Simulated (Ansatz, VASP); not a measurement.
# Cu in VASP and in Ansatz

```xyz
2
Lattice="2.5341 0.0000 0.0000 -1.2670 2.2714 0.0000 0.0000 0.0000 4.1126" Properties=species:S:1:pos:R:3 pbc="T T T"
Cu    0.0000    1.5143    1.0281
Cu    1.2670    0.7571    3.0844
```

Change from the starting cell: strain +0.0350 x Voigt [0, 1, 0, 0, 0, 0], atoms carried along.

Alike in both runs: task single point; functional PBEsol; k mesh 24 × 24 × 12; occupations gaussian, width 0.15 eV; no spin polarisation.

```csv
,VASP,Ansatz
version,VASP 6.6.1,Ansatz 0.2.0
potentials or method,"VASP PAW PBE potentials, release 64 (Cu), cutoff 520 eV","scalar-relativistic, plane waves, PAW"
valence electrons in the cell,22,38
```

```csv
,VASP,Ansatz,Ansatz less VASP
gap on the k mesh at the Fermi level (eV),none,none,-
pressure (GPa),-5.8,-6.4,-0.64
"traceless stress, the component that is largest in VASP (GPa)",-3.63,-3.63,+0.003
rms of the force components (eV/Å),0.038,0.038,-0.0002
```

VASP's potentials were made for PBE, not for PBEsol. Atom by atom the forces differ by 0.000 eV/Å (rms over components). A gap of «none» marks a metal or a gap that the smearing closes. VASP's potentials hold 22 valence electrons a cell and Ansatz's 38, so a difference there can come from the potentials and not from the codes.
